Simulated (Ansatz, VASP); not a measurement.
One calculation of Zn3Se, two programs

```
CELL_PARAMETERS angstrom
5.42044 0.00000 0.00000
0.00000 5.42044 0.00000
0.00000 0.00000 5.42044
ATOMIC_POSITIONS crystal
Zn 0.00000 0.50000 0.50000
Zn 0.50000 0.00000 0.50000
Zn 0.50000 0.50000 0.00000
Se 0.50000 0.50000 0.50000
```

Alike in both runs: task relaxation of cell and atoms; functional PBE; k mesh 8 × 8 × 8; occupations gaussian, width 0.1 eV; no spin polarisation.

|  | VASP | Ansatz |
| --- | --- | --- |
| version | VASP 6.6.1 | Ansatz 0.2.0 |
| potentials or method | VASP PAW PBE potentials, release 64 (Zn, Se), cutoff 600 eV | scalar-relativistic, plane waves, PAW |
| valence electrons in the cell | 42 | 52 |

```tsv
	VASP	Ansatz	Ansatz less VASP
gap on the k mesh at the Fermi level, each at its own relaxed structure (eV)	none	none	-
relaxed volume (Å³/atom)	39.81	39.81	0.000
relaxed length of the cell vector where the two differ most in proportion (Å)	5.420	5.420	0.0000
```

A gap of «none» marks a metal or a gap that the smearing closes. VASP's potentials hold 42 valence electrons a cell and Ansatz's 52, so a difference there can come from the potentials and not from the codes.

Noted on VASP's run: the relaxation stopped at its first step, so nothing moved.
